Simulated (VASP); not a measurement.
# HfSiO4 (I4_1/amd) in VASP: a series of runs

HfSiO4 is run at these levels: PBE; tasks: single point.

All numbers are computed with VASP 6.6.1; they aren't measurements. Logs are shortened: lines on timing, memory, paths and dates and some standing lists are left out, and cuts for length are marked.

### 1 The cell of the first run

It takes space group I4_1/amd (No. 141, tetragonal). Conventional cell: a = 6.582 Å, b = 6.582 Å, c = 5.792 Å, α = 90.00°, β = 90.00°, γ = 90.00°. Hf (site symmetry -4m2) has 8 O at 2.11 to 2.22 Å and 2 Si at 2.90 Å within 2.9 Å. Within 2.1 Å of Si (site symmetry -4m2) lie 4 O at 1.61 Å. O (site symmetry m) has 1 Si at 1.61 Å and 2 Hf at 2.11 to 2.22 Å within 2.3 Å.

### 2 Single point, PBE (uniaxial z strain -3.0%)

INCAR reads:

```
SYSTEM = HfSiO4
  PREC = Accurate
  ENCUT = 520
  EDIFF = 1E-7
  ISMEAR = -1
  SIGMA = 0.02
  LREAL = .FALSE.
  LASPH = .TRUE.
  NELM = 60
  ALGO = Normal
  ISIF = 2
  LWAVE = .FALSE.
  LCHARG = .FALSE.
  GGA = PE
  NBANDS = 50
```

KPOINTS reads:

```
Automatic mesh
0
G
  6 6 6
  0 0 0
```

POSCAR reads:

```
HfSiO4
1.0
   -3.2908231527      3.2908231527      2.8961958772
    3.2908231527     -3.2908231527      2.8961958772
    3.2908231527      3.2908231527     -2.8961958772
Hf Si O
2 2 8
Direct
    0.0000000000      0.0000000000      0.0000000000
    0.7500000000      0.2500000000      0.5000000000
    0.2500000000      0.7500000000      0.5000000000
    0.5000000000      0.5000000000      0.0000000000
    0.1342508647      0.3196299090      0.8146209556
    0.0696299090      0.7550089534      0.6853790444
    0.0696299090      0.3842508647      0.3146209556
    0.5050089534      0.3196299090      0.1853790444
    0.6803700910      0.4949910466      0.8146209556
    0.6157491353      0.9303700910      0.6853790444
    0.2449910466      0.9303700910      0.3146209556
    0.6803700910      0.8657491353      0.1853790444
```

Potentials or basis: VASP PAW PBE potentials, release 64 (Hf_pv, Si, O).

Launch:

```console
$ cat potpaw_PBE.64/Hf_pv/POTCAR potpaw_PBE.64/Si/POTCAR potpaw_PBE.64/O/POTCAR > POTCAR
$ mpirun -np 1 vasp_std > vasp.out
```

OUTCAR:

```text
SYSTEM = HfSiO4
   PREC = Accurate
   ENCUT = 520
   EDIFF = 1E-7
   ISMEAR = -1
   LREAL = .FALSE.
   LASPH = .TRUE.
   NELM = 60
   ISIF = 2
   GGA = PE

 ion  position               nearest neighbor table
   1  0.000  0.000  0.000-   6 2.11  11 2.11  10 2.11   7 2.11   8 2.22   9 2.22  12 2.22   5 2.22
                             4 2.90   4 2.90   2 3.60   2 3.60   2 3.60   2 3.60
   2  0.750  0.250  0.500-   8 2.11   9 2.11   5 2.11  12 2.11   6 2.22  11 2.22   7 2.22  10 2.22
                             3 2.90   3 2.90   1 3.60   1 3.60   1 3.60   1 3.60
   3  0.250  0.750  0.500-   7 1.61  10 1.61   6 1.61  11 1.61   2 2.90   2 2.90
   4  0.500  0.500  0.000-   5 1.61  12 1.61   9 1.61   8 1.61   1 2.90   1 2.90
   5  0.134  0.320  0.815-   4 1.61   2 2.11   1 2.22
   6  0.070  0.755  0.685-   3 1.61   1 2.11   2 2.22
   7  0.070  0.384  0.315-   3 1.61   1 2.11   2 2.22
   8  0.505  0.320  0.185-   4 1.61   2 2.11   1 2.22
   9  0.680  0.495  0.815-   4 1.61   2 2.11   1 2.22
  10  0.616  0.930  0.685-   3 1.61   1 2.11   2 2.22
  11  0.245  0.930  0.315-   3 1.61   1 2.11   2 2.22
  12  0.680  0.866  0.185-   4 1.61   2 2.11   1 2.22

  LATTYP: Found a body centered tetragonal cell.
 ALAT       =     6.5816463054
 C/A-ratio  =     0.8800825030

  Lattice vectors:

 A1 = (  -3.2908231527,   3.2908231527,   2.8961958772)
 A2 = (   3.2908231527,  -3.2908231527,   2.8961958772)
 A3 = (   3.2908231527,   3.2908231527,  -2.8961958772)

Analysis of symmetry for initial positions (statically):
=====================================================================
 Subroutine PRICEL returns:
 Original cell was already a primitive cell.

 Routine SETGRP: Setting up the symmetry group for a
 body centered tetragonal supercell.

 Subroutine GETGRP returns: Found 16 space group operations
 (whereof  8 operations were pure point group operations)
 out of a pool of 16 trial point group operations.

The static configuration has the point symmetry D_2d.
 The point group associated with its full space group is D_4h.

Analysis of symmetry for dynamics (positions and initial velocities):
=====================================================================
 Subroutine PRICEL returns:
 Original cell was already a primitive cell.

 Routine SETGRP: Setting up the symmetry group for a
 body centered tetragonal supercell.

 Subroutine GETGRP returns: Found 16 space group operations
 (whereof  8 operations were pure point group operations)
 out of a pool of 16 trial point group operations.

The dynamic configuration has the point symmetry D_2d.
 The point group associated with its full space group is D_4h.

 Subroutine INISYM returns: Found 16 space group operations
 (whereof  8 operations are pure point group operations),
 and found     1 'primitive' translations

----------------------------------------------------------------------------------------

                                     Primitive cell

  volume of cell :     125.4576

  direct lattice vectors                    reciprocal lattice vectors
    -3.290823153  3.290823153  2.896195877     0.000000000  0.151937669  0.172640257
     3.290823153 -3.290823153  2.896195877     0.151937669  0.000000000  0.172640257
     3.290823153  3.290823153 -2.896195877     0.151937669  0.151937669  0.000000000

  length of vectors
     5.481512985  5.481512985  5.481512985     0.229977637  0.229977637  0.214872313

  position of ions in fractional coordinates (direct lattice)
     0.000000000  0.000000000  0.000000000
     0.750000000  0.250000000  0.500000000
     0.250000000  0.750000000  0.500000000
     0.500000000  0.500000000  0.000000000
     0.134250865  0.319629909  0.814620956
     0.069629909  0.755008953  0.685379044
     0.069629909  0.384250865  0.314620956
     0.505008953  0.319629909  0.185379044
     0.680370091  0.494991047  0.814620956
     0.615749135  0.930370091  0.685379044
     0.244991047  0.930370091  0.314620956
     0.680370091  0.865749135  0.185379044

  ion indices of the primitive-cell ions
   primitive index   ion index
                 1           1
                 2           2
                 3           3
                 4           4
                 5           5
                 6           6
                 7           7
                 8           8
                 9           9
                10          10
                11          11
                12          12

----------------------------------------------------------------------------------------

 KPOINTS: Automatic mesh

Automatic generation of k-mesh.
 Grid dimensions read from file:
 generate k-points for:    6    6    6

 Generating k-lattice:

  Cartesian coordinates                     Fractional coordinates (reciprocal lattice)
     0.000000000  0.025322945  0.028773376     0.166666667  0.000000000 -0.000000000
     0.025322945  0.000000000  0.028773376     0.000000000  0.166666667 -0.000000000
     0.025322945  0.025322945  0.000000000     0.000000000  0.000000000  0.166666667

  Length of vectors
     0.038329606  0.038329606  0.035812052

  Shift w.r.t. Gamma in fractional coordinates (k-lattice)
     0.000000000  0.000000000  0.000000000

 Subroutine IBZKPT returns following result:
 ===========================================

 Found     30 irreducible k-points:

 Following reciprocal coordinates:
            Coordinates               Weight
  0.000000  0.000000  0.000000      1.000000
  0.166667  0.000000 -0.000000      8.000000
  0.333333  0.000000  0.000000      8.000000
  0.500000  0.000000  0.000000      4.000000
  0.166667  0.166667 -0.000000      8.000000
  0.333333  0.166667  0.000000     16.000000
[... 16 lines left out ...]
 -0.333333 -0.333333  0.166667      8.000000
 -0.166667 -0.333333  0.166667      8.000000
 [... further k-points ...]
   k-points           NKPTS =     30   k-points in BZ     NKDIM =     30   number of bands    NBANDS=     50
   number of dos      NEDOS =    301   number of ions     NIONS =     12
   total plane-waves  NPLWV =  74088
   dimension x,y,z NGX =    42 NGY =   42 NGZ =   42
   dimension x,y,z NGXF=    84 NGYF=   84 NGZF=   84
   ions per type =               2   2   8
   NGX,Y,Z   is equivalent  to a cutoff of  12.74, 12.74, 12.74 a.u.
   NGXF,Y,Z  is equivalent  to a cutoff of  25.48, 25.48, 25.48 a.u.
 SYSTEM =  HfSiO4
   PREC   = accura    normal or accurate (medium, high low for compatibility)
   ISTART =      0    job   : 0-new  1-cont  2-samecut
   ICHARG =      2    charge: 1-file 2-atom 10-const
   ISPIN  =      1    spin polarized calculation?
   LNONCOLLINEAR =      F non collinear calculations
   LSORBIT =      F    spin-orbit coupling
   LASPH  =      T    aspherical Exc in radial PAW
   ENCUT  =  520.0 eV  38.22 Ry    6.18 a.u.  10.19 10.19 10.19*2*pi/ulx,y,z
   NELM   =     60;   NELMIN=  2; NELMDL= -5     # of ELM steps
   EDIFF  = 0.1E-06   stopping-criterion for ELM
   LREAL  =      F    real-space projection
   EDIFFG = 0.1E-05   stopping-criterion for IOM
   NSW    =      0    number of steps for IOM
   IBRION =     -1    ionic relax: 0-MD 1-quasi-New 2-CG
   NFREE  =      0    steps in history (QN), initial steepest desc. (CG)
   ISIF   =      2    stress and relaxation
   ISYM   =      2    0-nonsym 1-usesym 2-fastsym
   POTIM  = 0.5000    time-step for ionic-motion
   TEBEG  =    0.0;   TEEND  =   0.0 temperature during run
   PSTRESS=    0.0 pullay stress
   NELECT =      76.0000    total number of electrons
   NUPDOWN=      -1.0000    fix difference up-down
   EMIN   =  10.00;   EMAX   =-10.00  energy-range for DOS
   EFERMI =   0.00;   METHOD = LEGACY
   ISMEAR =    -1;   SIGMA  =   0.02  broadening in eV -4-tet -1-fermi 0-gaus
   EFERMI_NEDOS =   21; number of points for ismear=-14 and -15
   IALGO  =     38    algorithm
   IMIX   =      4    mixing-type and parameters
     AMIX     =   0.40;   BMIX     =  1.00
     AMIX_MAG =   1.60;   BMIX_MAG =  1.00
  volume/ion in A,a.u.               =      10.45        70.55
  Fermi-wavevector in a.u.,A,eV,Ry     =   1.385204  2.617656 26.106719  1.918790
  Thomas-Fermi vector in A             =   2.509636
   LORBIT       =      0    0 simple, 1 ext, 2 COOP (PROOUT), +10 PAW based schemes
   GGA     = PE    functional components
   LHFCALC =     F    Hartree Fock is set to
   AEXX    =    0.0000 exact exchange contribution
   IVDW    =     0    specifies the selected vdW correction
   LEPSILON=     F    determine dielectric tensor
   LRPA    =     F    only Hartree local field effects (RPA)
 non-spin polarized calculation
  energy-cutoff  :      520.00
  volume of cell :      125.46
 maximum number of plane-waves:      3410
 NGX is ok and might be reduce to    42
   NGX = 21   NGY = 21   NGZ = 21

 number of electron      75.9999997 magnetization

 Free energy of the ion-electron system (eV)
  ---------------------------------------------------
  ext. energy  EPLUGINS =         0.00000000
  ---------------------------------------------------
  free energy    TOTEN  =      -108.31126611 eV

  energy without entropy =     -108.31126611  energy(sigma->0) =     -108.31126611

 E-fermi :   3.9971     XC(G=0): -11.2150

 val. band max:        3.5000311609   @ k =   0.0000   0.0000   0.0000
 cond. band min:       9.0333542390   @ k =   0.3333   0.1667   0.1667
 fundamental gap:      5.5333230781
 Fermi energy:         3.9970828431

 k-point     1 :       0.0000    0.0000    0.0000
  band No.  band energies     occupation
      1     -25.6928      2.00000
      2     -25.6928      2.00000
      3     -25.6421      2.00000
      4     -25.6262      2.00000
      5     -25.4880      2.00000
      6     -25.4880      2.00000
[... 42 lines left out ...]
     49      13.1266      0.00000
     50      13.5609      0.00000
[... 1217 lines left out ...]
     49      12.7099      0.00000
     50      13.5332      0.00000

 [... further k-points ...]

------------------------ aborting loop because EDIFF is reached ----------------------------------------

  FORCE on cell =-STRESS in cart. coord.  units (eV):
  Direction    XX          YY          ZZ          XY          YZ          ZX
  --------------------------------------------------------------------------------------
  -------------------------------------------------------------------------------------
  Total        7.3754393      7.3754393     16.8075169      0.0000000      0.0000000      0.0000000
  in kB       94.1892780     94.1892780    214.6431968      0.0000000      0.0000000      0.0000000
  external PRESSURE =     134.3405842 kB  Pullay stress =       0.0000000 kB

 VOLUME and BASIS-vectors are now :
 -----------------------------------------------------------------------------
  energy-cutoff  :      520.00
  volume of cell :      125.46
      direct lattice vectors                 reciprocal lattice vectors
    -3.290823153  3.290823153  2.896195877     0.000000000  0.151937669  0.172640257
     3.290823153 -3.290823153  2.896195877     0.151937669  0.000000000  0.172640257
     3.290823153  3.290823153 -2.896195877     0.151937669  0.151937669  0.000000000

 POSITION                                       TOTAL-FORCE (eV/Angst)
 -----------------------------------------------------------------------------------
      0.00000      0.00000      0.00000        -0.000000      0.000000     -0.000000
      0.00000      3.29082      1.44810        -0.000000      0.000000     -0.000000
      3.29082      0.00000      1.44810        -0.000000      0.000000     -0.000000
      0.00000      0.00000      2.89620        -0.000000      0.000000     -0.000000
      3.29082      2.07072     -1.04477         0.000000     -0.380237     -0.325026
      4.51092      0.00000      0.40332         0.380237      0.000000     -0.325026
      2.07072     -0.00000      0.40332        -0.380237      0.000000     -0.325026
      0.00000      1.22010      1.85142        -0.000000      0.380237     -0.325026
      2.07072      3.29082      1.04477        -0.380237      0.000000      0.325026
      3.29082      1.22010      2.49287        -0.000000      0.380237      0.325026
      3.29082     -1.22010      2.49287        -0.000000     -0.380237      0.325026
      1.22010      0.00000      3.94097         0.380237      0.000000      0.325026
 -----------------------------------------------------------------------------------
    total drift:                               -0.000000     -0.000000      0.000000

  FREE ENERGIE OF THE ION-ELECTRON SYSTEM (eV)
  ---------------------------------------------------
  free  energy   TOTEN  =      -108.3112661066 eV

  energy  without entropy=     -108.3112661066  energy(sigma->0) =     -108.31126611
```

It took 1.9 min on 1 thread of Intel Xeon 6975P-C (Granite Rapids), shared host; peak memory 0.34 GiB.

Results:

```
Free energy            : -108.3113 eV
Pressure               : 13.4 GPa
Largest force          : 0.500 eV/Å
Band gap on the k mesh : 5.53 eV (least direct gap 5.83 eV)
```

Forces on the atoms (eV/Å):
```
Hf   0.000  0.000  0.000
Hf   0.000  0.000  0.000
Si   0.000  0.000  0.000
Si   0.000  0.000  0.000
O    0.000 -0.380 -0.325
O    0.380  0.000 -0.325
O   -0.380  0.000 -0.325
O    0.000  0.380 -0.325
O   -0.380  0.000  0.325
O    0.000  0.380  0.325
O    0.000 -0.380  0.325
O    0.380  0.000  0.325
```

Levels at points of the mesh, in eV from the valence-band top:
```
           k point  band 36  band 37  band 38  band 39  band 40  band 41
(0.00, 0.00, 0.00)    -0.58    -0.56     0.00     5.83     6.24     6.46
(0.50, 0.00, 0.00)    -0.89    -0.25    -0.22     5.75     5.98     6.81
(0.50, 0.50, 0.00)    -0.94    -0.63    -0.63     5.57     5.57     6.82
(0.50, 0.50, 0.50)    -1.04    -0.97    -0.97     6.40     6.40     6.71
```

Caveat: the cell differs from its parent crystal (uniaxial z strain -3.0%); the cell stands under pressure; spin-orbit coupling is left out, which moves the levels of the heavy elements. A k mesh can miss the band edges.

[end of part 1 of 2]
